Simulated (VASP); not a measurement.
# ZnAu (Pm-3m) in VASP: a series of runs

Runs on ZnAu. Level: PBEsol. Tasks: single point.

Program: VASP 6.6.1. These are calculated values, not measurements. Logs are shortened: lines on timing, memory, paths and dates and some standing lists are left out, and cuts for length are marked.

## 1. The cell of the first run

The structure is cubic, space group Pm-3m (No. 221). Conventional cell: a = 3.104 Å, b = 3.104 Å, c = 3.104 Å, α = 90.00°, β = 90.00°, γ = 90.00°. Within 3.5 Å of Au (site symmetry m-3m) lie 8 Zn at 2.69 Å and 6 Au at 3.10 Å. Zn (site symmetry m-3m) has 8 Au at 2.69 Å and 6 Zn at 3.10 Å within 3.5 Å.

## 2. Single point, PBEsol (volume scaled by 0.96)

INCAR

```
  ALGO = Normal
  EDIFF = 1E-7
  ENCUT = 520
  GGA = PS
  ISIF = 2
  ISMEAR = -1
  LASPH = True
  LCHARG = False
  LREAL = False
  LWAVE = False
  NBANDS = 18
  NELM = 80
  PREC = Accurate
  SIGMA = 0.05
```

KPOINTS

```
k-points
0
Gamma
  8 8 8
```

POSCAR

```
ZnAu
1.0
    3.1044677592      0.0000000000      0.0000000000
    0.0000000000      3.1044677592      0.0000000000
    0.0000000000      0.0000000000      3.1044677592
Au Zn
1 1
Direct
    0.0000000000      0.0000000000      0.0000000000
    0.5000000000      0.5000000000      0.5000000000
```

Potentials or basis: VASP PAW PBE potentials, release 64 (Au, Zn).

Command:

```sh
> cat potpaw_PBE.64/Au/POTCAR potpaw_PBE.64/Zn/POTCAR > POTCAR
> mpirun -np 1 vasp_std > vasp.out
```

OUTCAR:

```text
EDIFF = 1E-7
   ENCUT = 520
   GGA = PS
   ISIF = 2
   ISMEAR = -1
   LASPH = True
   LREAL = False
   NELM = 80
   PREC = Accurate

 ion  position               nearest neighbor table
   1  0.000  0.000  0.000-   2 2.69   2 2.69   2 2.69   2 2.69   2 2.69   2 2.69   2 2.69   2 2.69

   2  0.500  0.500  0.500-   1 2.69   1 2.69   1 2.69   1 2.69   1 2.69   1 2.69   1 2.69   1 2.69

  LATTYP: Found a simple cubic cell.
 ALAT       =     3.1044677592

  Lattice vectors:

 A1 = (   3.1044677592,   0.0000000000,   0.0000000000)
 A2 = (   0.0000000000,   3.1044677592,   0.0000000000)
 A3 = (   0.0000000000,   0.0000000000,   3.1044677592)

Analysis of symmetry for initial positions (statically):
=====================================================================
 Subroutine PRICEL returns:
 Original cell was already a primitive cell.

 Routine SETGRP: Setting up the symmetry group for a
 simple cubic supercell.

 Subroutine GETGRP returns: Found 48 space group operations
 (whereof 48 operations were pure point group operations)
 out of a pool of 48 trial point group operations.

The static configuration has the point symmetry O_h .

Analysis of symmetry for dynamics (positions and initial velocities):
=====================================================================
 Subroutine PRICEL returns:
 Original cell was already a primitive cell.

 Routine SETGRP: Setting up the symmetry group for a
 simple cubic supercell.

 Subroutine GETGRP returns: Found 48 space group operations
 (whereof 48 operations were pure point group operations)
 out of a pool of 48 trial point group operations.

The dynamic configuration has the point symmetry O_h .

 Subroutine INISYM returns: Found 48 space group operations
 (whereof 48 operations are pure point group operations),
 and found     1 'primitive' translations

----------------------------------------------------------------------------------------

                                     Primitive cell

  volume of cell :      29.9200

  direct lattice vectors                    reciprocal lattice vectors
     3.104467759  0.000000000  0.000000000     0.322116407  0.000000000  0.000000000
     0.000000000  3.104467759  0.000000000     0.000000000  0.322116407  0.000000000
     0.000000000  0.000000000  3.104467759     0.000000000  0.000000000  0.322116407

  length of vectors
     3.104467759  3.104467759  3.104467759     0.322116407  0.322116407  0.322116407

  position of ions in fractional coordinates (direct lattice)
     0.000000000  0.000000000  0.000000000
     0.500000000  0.500000000  0.500000000

  ion indices of the primitive-cell ions
   primitive index   ion index
                 1           1
                 2           2

----------------------------------------------------------------------------------------

 KPOINTS: k-points

Automatic generation of k-mesh.
 Grid dimensions read from file:
 generate k-points for:    8    8    8

 Generating k-lattice:

  Cartesian coordinates                     Fractional coordinates (reciprocal lattice)
     0.040264551  0.000000000  0.000000000     0.125000000  0.000000000  0.000000000
     0.000000000  0.040264551  0.000000000     0.000000000  0.125000000  0.000000000
     0.000000000  0.000000000  0.040264551     0.000000000  0.000000000  0.125000000

  Length of vectors
     0.040264551  0.040264551  0.040264551

  Shift w.r.t. Gamma in fractional coordinates (k-lattice)
     0.000000000  0.000000000  0.000000000

 Subroutine IBZKPT returns following result:
 ===========================================

 Found     35 irreducible k-points:

 Following reciprocal coordinates:
            Coordinates               Weight
  0.000000  0.000000  0.000000      1.000000
  0.125000  0.000000  0.000000      6.000000
  0.250000  0.000000  0.000000      6.000000
  0.375000  0.000000  0.000000      6.000000
  0.500000  0.000000  0.000000      3.000000
  0.125000  0.125000  0.000000     12.000000
[... 16 lines left out ...]
  0.375000  0.375000  0.125000     24.000000
  0.500000  0.375000  0.125000     24.000000
 [... further k-points ...]
   k-points           NKPTS =     35   k-points in BZ     NKDIM =     35   number of bands    NBANDS=     18
   number of dos      NEDOS =    301   number of ions     NIONS =      2
   total plane-waves  NPLWV =  13824
   dimension x,y,z NGX =    24 NGY =   24 NGZ =   24
   dimension x,y,z NGXF=    48 NGYF=   48 NGZF=   48
   ions per type =               1   1
   NGX,Y,Z   is equivalent  to a cutoff of  12.85, 12.85, 12.85 a.u.
   NGXF,Y,Z  is equivalent  to a cutoff of  25.70, 25.70, 25.70 a.u.
 SYSTEM =  unknown system
   PREC   = accura    normal or accurate (medium, high low for compatibility)
   ISTART =      0    job   : 0-new  1-cont  2-samecut
   ICHARG =      2    charge: 1-file 2-atom 10-const
   ISPIN  =      1    spin polarized calculation?
   LNONCOLLINEAR =      F non collinear calculations
   LSORBIT =      F    spin-orbit coupling
   LASPH  =      T    aspherical Exc in radial PAW
   ENCUT  =  520.0 eV  38.22 Ry    6.18 a.u.   5.77  5.77  5.77*2*pi/ulx,y,z
   NELM   =     80;   NELMIN=  2; NELMDL= -5     # of ELM steps
   EDIFF  = 0.1E-06   stopping-criterion for ELM
   LREAL  =      F    real-space projection
   EDIFFG = 0.1E-05   stopping-criterion for IOM
   NSW    =      0    number of steps for IOM
   IBRION =     -1    ionic relax: 0-MD 1-quasi-New 2-CG
   NFREE  =      0    steps in history (QN), initial steepest desc. (CG)
   ISIF   =      2    stress and relaxation
   ISYM   =      2    0-nonsym 1-usesym 2-fastsym
   POTIM  = 0.5000    time-step for ionic-motion
   TEBEG  =    0.0;   TEEND  =   0.0 temperature during run
   PSTRESS=    0.0 pullay stress
   NELECT =      23.0000    total number of electrons
   NUPDOWN=      -1.0000    fix difference up-down
   EMIN   =  10.00;   EMAX   =-10.00  energy-range for DOS
   EFERMI =   0.00;   METHOD = LEGACY
   ISMEAR =    -1;   SIGMA  =   0.05  broadening in eV -4-tet -1-fermi 0-gaus
   EFERMI_NEDOS =   21; number of points for ismear=-14 and -15
   IALGO  =     38    algorithm
   IMIX   =      4    mixing-type and parameters
     AMIX     =   0.40;   BMIX     =  1.00
     AMIX_MAG =   1.60;   BMIX_MAG =  1.00
  volume/ion in A,a.u.               =      14.96       100.96
  Fermi-wavevector in a.u.,A,eV,Ry     =   1.499674  2.833974 30.599817  2.249023
  Thomas-Fermi vector in A             =   2.611274
   LORBIT       =      0    0 simple, 1 ext, 2 COOP (PROOUT), +10 PAW based schemes
   GGA     = PS    functional components
   LHFCALC =     F    Hartree Fock is set to
   AEXX    =    0.0000 exact exchange contribution
   IVDW    =     0    specifies the selected vdW correction
   LEPSILON=     F    determine dielectric tensor
   LRPA    =     F    only Hartree local field effects (RPA)
 non-spin polarized calculation
  energy-cutoff  :      520.00
  volume of cell :       29.92
 maximum number of plane-waves:       840
 NGX is ok and might be reduce to    24
   NGX = 11   NGY = 11   NGZ = 11

 number of electron      22.9999960 magnetization

 Free energy of the ion-electron system (eV)
  ---------------------------------------------------
  ext. energy  EPLUGINS =         0.00000000
  ---------------------------------------------------
  free energy    TOTEN  =        -5.94920845 eV

  energy without entropy =       -5.94621879  energy(sigma->0) =       -5.94771362

 E-fermi :   7.3061     XC(G=0): -12.7684

 val. band max:        7.1372561983   @ k =   0.3750   0.2500   0.1250
 cond. band min:       7.4487799346   @ k =   0.3750   0.3750   0.1250
 fundamental gap:      0.3115237363
 Fermi energy:         7.3060573523

 k-point     1 :       0.0000    0.0000    0.0000
  band No.  band energies     occupation
      1      -3.6268      2.00000
      2      -0.8872      2.00000
      3      -0.8872      2.00000
      4      -0.0817      2.00000
      5      -0.0817      2.00000
      6      -0.0817      2.00000
[... 10 lines left out ...]
     17      19.8494      0.00000
     18      25.8822      0.00000

 k-point     2 :       0.1250    0.0000    0.0000
  band No.  band energies     occupation
      1      -3.3413      2.00000
      2      -0.8173      2.00000
      3      -0.7964      2.00000
      4      -0.0842      2.00000
      5      -0.0842      2.00000
      6      -0.0556      2.00000
[... 10 lines left out ...]
     17      21.2001      0.00000
     18      25.7256      0.00000

 k-point     3 :       0.2500    0.0000    0.0000
  band No.  band energies     occupation
      1      -2.5278      2.00000
      2      -0.6327      2.00000
      3      -0.5833      2.00000
      4      -0.0863      2.00000
      5      -0.0863      2.00000
      6       0.0092      2.00000
[... 10 lines left out ...]
     17      24.0186      0.00000
     18      24.2327      0.00000

 k-point     4 :       0.3750    0.0000    0.0000
  band No.  band energies     occupation
      1      -1.3617      2.00000
      2      -0.4154      2.00000
      3      -0.3895      2.00000
      4      -0.0814      2.00000
      5      -0.0814      2.00000
      6       0.0768      2.00000
[... 375 lines left out ...]
      4      -0.2671      2.00000
      5      -0.0336      2.00000
      6       1.0412      2.00000
[... 10 lines left out ...]
     17      20.8848      0.00000
     18      23.9234      0.00000

 k-point    23 :       0.3750    0.3750    0.1250
  band No.  band energies     occupation
      1      -0.9177      2.00000
      2      -0.7320      2.00000
      3      -0.4120      2.00000
      4      -0.3192      2.00000
      5       0.1299      2.00000
      6       0.7820      2.00000
[... 10 lines left out ...]
     17      19.9378      0.00000
     18      22.1170      0.00000

 k-point    24 :       0.5000    0.3750    0.1250
  band No.  band energies     occupation
      1      -0.9066      2.00000
      2      -0.8441      2.00000
      3      -0.4149      2.00000
      4      -0.4059      2.00000
      5       0.2063      2.00000
      6       0.9186      2.00000
[... 10 lines left out ...]
     17      19.8291      0.00000
     18      22.2151      0.00000

 [... further k-points ...]

------------------------ aborting loop because EDIFF is reached ----------------------------------------

  FORCE on cell =-STRESS in cart. coord.  units (eV):
  Direction    XX          YY          ZZ          XY          YZ          ZX
  --------------------------------------------------------------------------------------
  -------------------------------------------------------------------------------------
  Total        0.7447589      0.7447589      0.7447589      0.0000000     -0.0000000     -0.0000000
  in kB       39.8808880     39.8808880     39.8808880      0.0000000     -0.0000000     -0.0000000
  external PRESSURE =      39.8808880 kB  Pullay stress =       0.0000000 kB

 VOLUME and BASIS-vectors are now :
 -----------------------------------------------------------------------------
  energy-cutoff  :      520.00
  volume of cell :       29.92
      direct lattice vectors                 reciprocal lattice vectors
     3.104467759  0.000000000  0.000000000     0.322116407  0.000000000  0.000000000
     0.000000000  3.104467759  0.000000000     0.000000000  0.322116407  0.000000000
     0.000000000  0.000000000  3.104467759     0.000000000  0.000000000  0.322116407

 POSITION                                       TOTAL-FORCE (eV/Angst)
 -----------------------------------------------------------------------------------
      0.00000      0.00000      0.00000         0.000000      0.000000      0.000000
      1.55223      1.55223      1.55223         0.000000      0.000000      0.000000
 -----------------------------------------------------------------------------------
    total drift:                                0.000000      0.000000     -0.000000

  FREE ENERGIE OF THE ION-ELECTRON SYSTEM (eV)
  ---------------------------------------------------
  free  energy   TOTEN  =        -5.9492084512 eV

  energy  without entropy=       -5.9462187923  energy(sigma->0) =       -5.94771362
```

It took 6 s on 1 thread of Intel Xeon 6975P-C (Granite Rapids), shared host; peak memory 0.15 GiB.

Results:

```yaml
Free_energy: -5.9492 eV
Pressure: 4.0 GPa
```

Caveat: the cell differs from its parent crystal (volume scaled by 0.96); the PAW data sets were made with another functional, which shifts forces and pressure a little; spin-orbit coupling is left out, which moves the levels of the heavy elements.

## 3. Single point, PBEsol

This run uses another cell than the first one, of 15.58 Å³/atom, 1.042 times its volume.

INCAR

```
ALGO     = Fast           # electronic algorithm
EDIFF    = 1E-6           # SCF threshold, eV
ENCUT    = 520            # plane-wave cutoff, eV
GGA      = PS             # functional
ISIF     = 2              # what is computed and relaxed
ISMEAR   = -1             # smearing method
LASPH    = True           # aspherical terms in the spheres
LCHARG   = False          # write CHGCAR
LREAL    = False          # projectors in reciprocal space
LWAVE    = False          # write WAVECAR
NBANDS   = 18             # bands
NELM     = 80             # most SCF steps
PREC     = Accurate       # precision mode
SIGMA    = 0.05           # smearing width, eV
```

KPOINTS is that of step 2.

POSCAR

```
ZnAu
1.0
    3.1470000000      0.0000000000      0.0000000000
    0.0000000000      3.1470000000      0.0000000000
    0.0000000000      0.0000000000      3.1470000000
Au Zn
1 1
Direct
    0.0000000000      0.0000000000      0.0000000000
    0.5000000000      0.5000000000      0.5000000000
```

Potentials or basis: VASP PAW PBE potentials, release 64 (Au, Zn).

Command:

```sh
> cat potpaw_PBE.64/Au/POTCAR potpaw_PBE.64/Zn/POTCAR > POTCAR
> mpirun -np 1 vasp_std > vasp.out
```

Run time: 6.5 s. Hardware: 1 thread of Intel Xeon 6975P-C (Granite Rapids), shared host; peak memory 0.15 GiB.

The run converged. Its results:

- Free energy: -5.9566 eV
- Pressure: -2.0 GPa

Levels at points of the mesh, in eV from the Fermi level:
| k point | band 9 | band 10 | band 11 | band 12 | band 13 | band 14 |
| --- | --- | --- | --- | --- | --- | --- |
| (0.00, 0.00, 0.00) | -3.59 | -3.59 | -3.59 | 5.08 | 5.08 | 5.08 |
| (0.50, 0.00, 0.00) | -4.78 | -4.78 | -3.75 | -2.24 | 10.54 | 11.23 |
| (0.50, 0.50, 0.00) | -3.94 | -3.01 | -1.89 | -1.89 | 0.94 | 2.63 |
| (0.50, 0.50, 0.50) | -2.95 | -2.95 | 1.50 | 3.67 | 3.85 | 3.85 |

Caveat: the PAW data sets were made with another functional, which shifts forces and pressure a little; spin-orbit coupling is left out, which moves the levels of the heavy elements.

## 4. Single point, PBEsol (volume scaled by 0.98)

INCAR

```
SYSTEM = ZnAu
  PREC = Accurate
  ENCUT = 520
  EDIFF = 1E-7
  ISMEAR = -1
  SIGMA = 0.05
  LREAL = .False.
  LASPH = .True.
  NELM = 80
  ALGO = Fast
  ISIF = 2
  LWAVE = .False.
  LCHARG = .False.
  GGA = PS
  NBANDS = 18
```

KPOINTS

```
Automatic mesh
0
Gamma
  8 8 8
  0 0 0
```

POSCAR

```
ZnAu
1.0
    3.1258785582      0.0000000000      0.0000000000
    0.0000000000      3.1258785582      0.0000000000
    0.0000000000      0.0000000000      3.1258785582
Au Zn
1 1
Direct
    0.0000000000      0.0000000000      0.0000000000
    0.5000000000      0.5000000000      0.5000000000
```

Command:

```sh
> cat potpaw_PBE.64/Au/POTCAR potpaw_PBE.64/Zn/POTCAR > POTCAR
> mpirun -np 1 vasp_std > vasp.out
```

Wall time 6.8 s (1 thread of Intel Xeon 6975P-C (Granite Rapids), shared host); peak memory 0.15 GiB.

The run converged. Its results:

```
Free energy : -5.9587 eV
Pressure    : 0.8 GPa
```

Levels at points of the mesh, in eV from the Fermi level:
| k point | band 8 | band 9 | band 10 | band 11 | band 12 | band 13 | band 14 | band 15 |
| --- | --- | --- | --- | --- | --- | --- | --- | --- |
| (0.00, 0.00, 0.00) | -5.36 | -3.63 | -3.63 | -3.63 | 5.11 | 5.11 | 5.11 | 9.20 |
| (0.50, 0.00, 0.00) | -5.41 | -4.87 | -4.87 | -3.80 | -2.25 | 10.57 | 11.36 | 11.36 |
| (0.50, 0.50, 0.00) | -3.97 | -3.97 | -3.03 | -1.98 | -1.98 | 1.02 | 2.75 | 10.60 |
| (0.50, 0.50, 0.50) | -6.45 | -2.98 | -2.98 | 1.56 | 3.80 | 3.87 | 3.87 | 3.87 |

Caveat: the cell differs from its parent crystal (volume scaled by 0.98); the PAW data sets were made with another functional, which shifts forces and pressure a little; spin-orbit coupling is left out, which moves the levels of the heavy elements.

## 5. The runs side by side

| cell | gap on the mesh (eV) | pressure (GPa) |
| --- | --- | --- |
| a = 3.104 Å, 2 atoms | none | 4.0 |
| a = 3.147 Å, 2 atoms | none | -2.0 |
| a = 3.126 Å, 2 atoms | none | 0.8 |

Alike in all rows: task single point; level PBEsol; potentials or basis VASP PAW PBE potentials, release 64 (Au, Zn); no spin polarisation; k mesh 8 × 8 × 8; cutoff (eV) 520; smearing fermi-dirac 0.05 eV.

Caveats: the PAW data sets were made with another functional, which shifts forces and pressure a little; spin-orbit coupling is left out, which moves the levels of the heavy elements.

Total energies depend on the potentials used, so only differences within one code and one set of settings carry meaning.
